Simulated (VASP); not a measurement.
# CdSe (krp) (F-43m) in VASP: vibrations by perturbation theory with RPBE

Aim: the vibrations by perturbation theory of CdSe (krp) with RPBE.

Program: VASP 6.6.1. These are calculated values, not measurements. Logs are shortened: lines on timing, memory, paths and dates and some standing lists are left out, and cuts for length are marked.

**1. The cell of the first run**

The structure is cubic, space group F-43m (No. 216). Conventional cell: a = 6.285 Å, b = 6.285 Å, c = 6.285 Å, α = 90.00°, β = 90.00°, γ = 90.00°. Cd (site symmetry -43m) has 4 Se at 2.72 Å within 3.6 Å. Within 3.6 Å of Se (site symmetry -43m) lie 4 Cd at 2.72 Å.

**2. Vibrations by perturbation theory, RPBE**

INCAR reads:

```
SYSTEM = CdSe
PREC = Accurate ; ENCUT = 520
EDIFF = 1E-8 ; ISMEAR = 0
SIGMA = 0.01 ; LREAL = .FALSE.
LASPH = .TRUE. ; NELM = 80
ALGO = Normal ; ISIF = 2
LWAVE = .FALSE. ; LCHARG = .TRUE.
GGA = RP ; IBRION = 8
NSW = 1 ; LEPSILON = .TRUE.
```

KPOINTS reads:

```
regular mesh
0
G
  10 10 10
  0 0 0
```

POSCAR reads:

```
CdSe
1.0
    0.0000000000      3.1422782681      3.1422782681
    3.1422782681      0.0000000000      3.1422782681
    3.1422782681      3.1422782681      0.0000000000
Cd Se
1 1
Direct
    0.0000000000      0.0000000000      0.0000000000
    0.2500000000      0.2500000000      0.2500000000
```

Potentials or basis: VASP PAW PBE potentials, release 64 (Cd, Se).

The run is started by

```sh
$ cat potpaw_PBE.64/Cd/POTCAR potpaw_PBE.64/Se/POTCAR > POTCAR
$ mpirun -np 1 vasp_std > vasp.out
```

OUTCAR:

```text
SYSTEM = CdSe
   PREC = Accurate
   ENCUT = 520
   EDIFF = 1E-8
   ISMEAR = 0
   LREAL = .FALSE.
   LASPH = .TRUE.
   NELM = 80
   ISIF = 2
   GGA = RP
   IBRION = 8
   NSW = 1
   LEPSILON = .TRUE.

 ion  position               nearest neighbor table
   1  0.000  0.000  0.000-   2 2.72   2 2.72   2 2.72   2 2.72
   2  0.250  0.250  0.250-   1 2.72   1 2.72   1 2.72   1 2.72

  LATTYP: Found a face centered cubic cell.
 ALAT       =     6.2845565362

  Lattice vectors:

 A1 = (   0.0000000000,   3.1422782681,   3.1422782681)
 A2 = (   3.1422782681,   0.0000000000,   3.1422782681)
 A3 = (   3.1422782681,   3.1422782681,   0.0000000000)

Analysis of symmetry for initial positions (statically):
=====================================================================
 Subroutine PRICEL returns:
 Original cell was already a primitive cell.

 Routine SETGRP: Setting up the symmetry group for a
 face centered cubic supercell.

 Subroutine GETGRP returns: Found 24 space group operations
 (whereof 24 operations were pure point group operations)
 out of a pool of 48 trial point group operations.

The static configuration has the point symmetry T_d .

Analysis of symmetry for dynamics (positions and initial velocities):
=====================================================================
 Subroutine PRICEL returns:
 Original cell was already a primitive cell.

 Routine SETGRP: Setting up the symmetry group for a
 face centered cubic supercell.

 Subroutine GETGRP returns: Found 24 space group operations
 (whereof 24 operations were pure point group operations)
 out of a pool of 48 trial point group operations.

The dynamic configuration has the point symmetry T_d .

 Subroutine INISYM returns: Found 24 space group operations
 (whereof 24 operations are pure point group operations),
 and found     1 'primitive' translations

[... 617 lines left out ...]
     0.00000 -4.05000 -0.00089

 MACROSCOPIC STATIC DIELECTRIC TENSOR (including local field effects in DFT)
 ------------------------------------------------------
           9.240266     0.000000    -0.000000
          -0.000000     9.240266     0.000000
          -0.000000     0.000000     9.240266
 ------------------------------------------------------

 PIEZOELECTRIC TENSOR (including local field effects)  for field in x, y, z        (e  Angst)
          XX          YY          ZZ          XY          YZ          ZX
  --------------------------------------------------------------------------------
  x    -0.00000    -0.00000    -0.00000     0.00000    -2.74622     0.00000
  y     0.00000    -0.00000     0.00000     0.00000     0.00000    -2.74622
  z    -0.00000    -0.00000    -0.00000    -2.74622     0.00000     0.00000

 PIEZOELECTRIC TENSOR (including local field effects)  for field in x, y, z        (C/m^2)
          XX          YY          ZZ          XY          YZ          ZX
  --------------------------------------------------------------------------------
  x    -0.00000    -0.00000    -0.00000     0.00000    -0.70906     0.00000
  y     0.00000    -0.00000     0.00000     0.00000     0.00000    -0.70906
  z    -0.00000    -0.00000    -0.00000    -0.70906     0.00000     0.00000

 BORN EFFECTIVE CHARGES (including local field effects) (in |e|, cummulative output)
 ---------------------------------------------------------------------------------
 ion    1
    1     2.40034     0.00000     0.00000
    2     0.00000     2.40034     0.00000
    3     0.00000     0.00000     2.40034
 ion    2
    1    -2.40034     0.00000     0.00000
    2     0.00000    -2.40034     0.00000
    3     0.00000     0.00000    -2.40034

 INTERNAL STRAIN TENSOR FOR ION    2 for displacements in x,y,z  (eV/Angst):
          X           Y           Z          XY          YZ          ZX
  --------------------------------------------------------------------------------
  x     0.00000     0.00000     0.00000     0.00000    -4.05000     0.00000
  y     0.00000     0.00000     0.00000     0.00000     0.00000    -4.05000
  z     0.00000     0.00000     0.00000    -4.05000     0.00000     0.00000

 SECOND DERIVATIVES (NOT SYMMETRIZED)
 ------------------------------------
               1X          1Y          1Z          2X          2Y          2Z
  1X    -3.652227    0.000000    0.000000    3.652227    0.000000    0.000000
  1Y     0.000000   -3.652227    0.000000    0.000000    3.652227    0.000000
  1Z     0.000000    0.000000   -3.652227    0.000000    0.000000    3.652227
  2X     3.640056    0.000000    0.000000   -3.640056    0.000000    0.000000
  2Y     0.000000    3.640056    0.000000    0.000000   -3.640056    0.000000
  2Z     0.000000    0.000000    3.640056    0.000000    0.000000   -3.640056

 Eigenvectors and eigenvalues of the dynamical matrix
 ----------------------------------------------------

   1 f  =    4.382625 THz    27.536847 2PiTHz  146.188647 cm-1    18.125074 meV
             X         Y         Z           dx          dy          dz
      0.000000  0.000000  0.000000     0.000000    0.642970   -0.000000
      1.571139  1.571139  1.571139     0.000000   -0.765891   -0.000000
[... 21 lines left out ...]
   6 f/i=    0.003602 THz     0.022632 2PiTHz    0.120148 cm-1     0.014897 meV
             X         Y         Z           dx          dy          dz
      0.000000  0.000000  0.000000    -0.332530   -0.670090    0.164293
      1.571139  1.571139  1.571139    -0.279162   -0.562545    0.137925

--------------------------------------------------------------------------------------------------------

 MACROSCOPIC STATIC DIELECTRIC TENSOR IONIC CONTRIBUTION
 ------------------------------------------------------
           4.608003     0.000000     0.000000
           0.000000     4.608003     0.000000
           0.000000     0.000000     4.608003
 ------------------------------------------------------

 ELASTIC MODULI CONTR FROM IONIC RELAXATION (kBar)
 Direction    XX          YY          ZZ          XY          YZ          ZX
 --------------------------------------------------------------------------------
 XX           0.0000      0.0000      0.0000      0.0000      0.0000      0.0000
 YY           0.0000      0.0000      0.0000      0.0000      0.0000      0.0000
 ZZ           0.0000      0.0000      0.0000      0.0000      0.0000      0.0000
 XY           0.0000      0.0000      0.0000   -119.0909      0.0000      0.0000
 YZ           0.0000      0.0000      0.0000      0.0000   -119.0909      0.0000
 ZX           0.0000      0.0000      0.0000      0.0000      0.0000   -119.0909
 --------------------------------------------------------------------------------

 PIEZOELECTRIC TENSOR IONIC CONTR  for field in x, y, z        (C/m^2)
          XX          YY          ZZ          XY          YZ          ZX
  --------------------------------------------------------------------------------
  x     0.00000     0.00000     0.00000     0.00000     0.69706     0.00000
  y     0.00000     0.00000     0.00000     0.00000     0.00000     0.69706
  z     0.00000     0.00000     0.00000     0.69706     0.00000     0.00000
```

Run time: 8.3 min. Hardware: 1 thread of Intel Xeon 6975P-C (Granite Rapids), shared host; peak memory 0.5 GiB.

What came out:

- Electronic dielectric tensor (diagonal): 9.24
- Born charges (mean of the diagonal): Cd +2.40; Se -2.40 e
- Highest phonon frequency at Γ, LO-TO splitting left out: 146 cm⁻¹

Phonon frequencies in cm⁻¹ (negative: imaginary):
```tsv
q point	frequencies
(0.000, 0.000, 0.000)	0 0 0 146 146 146
```

Electronic dielectric tensor:
```
9.24 0.00 0.00
0.00 9.24 0.00
0.00 0.00 9.24
```

Born effective charge tensors (e):
atom 1, Cd
```
2.40 0.00 0.00
0.00 2.40 0.00
0.00 0.00 2.40
```
atom 2, Se
```
-2.40  0.00  0.00
 0.00 -2.40  0.00
 0.00  0.00 -2.40
```
